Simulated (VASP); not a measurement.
A run of VASP 6.6.1:

INCAR

```
ALGO = Normal
EDIFF = 1E-6
ENCUT = 520
GGA = PS
ISIF = 2
ISMEAR = 1
LASPH = True
LCHARG = False
LREAL = False
LWAVE = False
NBANDS = 16
NELM = 60
PREC = Accurate
SIGMA = 0.01
```

File KPOINTS:

```
k-points
0
Gamma
  18 18 14
```

The input POSCAR:

```
TiO
1.0
    3.0309987015      0.0000000000      0.0000000000
   -1.5154993507      2.6249218743      0.0000000000
    0.0000000000      0.0000000000      3.2377000000
Ti O
1 1
Direct
    0.6666666667      0.3333333333      0.0000000000
    0.0000000000      0.0000000000      0.5000000000
```

Potentials or basis: VASP PAW PBE potentials, release 64 (Ti_sv, O).

The run is started by

```bash
$ cat potpaw_PBE.64/Ti_sv/POTCAR potpaw_PBE.64/O/POTCAR > POTCAR
$ mpirun -np 1 vasp_std > vasp.out
```

Hardware: 1 thread of Intel(R) Xeon(R) 6975P-C (Granite Rapids), on a shared host.

Problem. Estimate the wall time of this run.

Solution. Run time: 50 s on 1 thread of Intel(R) Xeon(R) 6975P-C (Granite Rapids) (shared host), peak memory 0.23 GiB. Counts: scf iterations 14, k points 296.
